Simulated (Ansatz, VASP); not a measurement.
**GePt: VASP beside Ansatz**

```xyz
2
Lattice="3.4568 0.0000 0.0000 -1.7284 2.9937 0.0000 0.0000 0.0000 3.3666" Properties=species:S:1:pos:R:3 pbc="T T T"
Ge    0.0000    0.0000    0.0000
Pt    1.7284    0.9979    1.6833
```

Change from the starting cell: species swapped into the CoIr type (P-6m2, No. 187).

Alike in both runs: functional PBE; k mesh 7 × 7 × 4; occupations gaussian, width 0.2 eV; no spin polarisation.

Ansatz relaxed the structure, and its values are those at the end. VASP's run is a single point on that final structure, the one shown.

|  | VASP | Ansatz |
| --- | --- | --- |
| version | VASP 6.6.1 | Ansatz 0.2.0 |
| potentials or method | VASP PAW PBE potentials, release 64 (Ge_d, Pt), cutoff 500 eV | scalar-relativistic, plane waves, PAW |
| valence electrons in the cell | 24 | 32 |

|  | VASP | Ansatz | Ansatz less VASP |
| --- | --- | --- | --- |
| gap on the k mesh at the Fermi level (eV) | none | none | - |
| pressure (GPa) | 0.1 | 0.1 | -0.02 |

A gap of «none» marks a metal or a gap that the smearing closes. VASP's potentials hold 24 valence electrons a cell and Ansatz's 32, so a difference there can come from the potentials and not from the codes.

The k mesh is coarse, so the values compare programs but aren't converged. Neither program's run includes spin-orbit coupling.
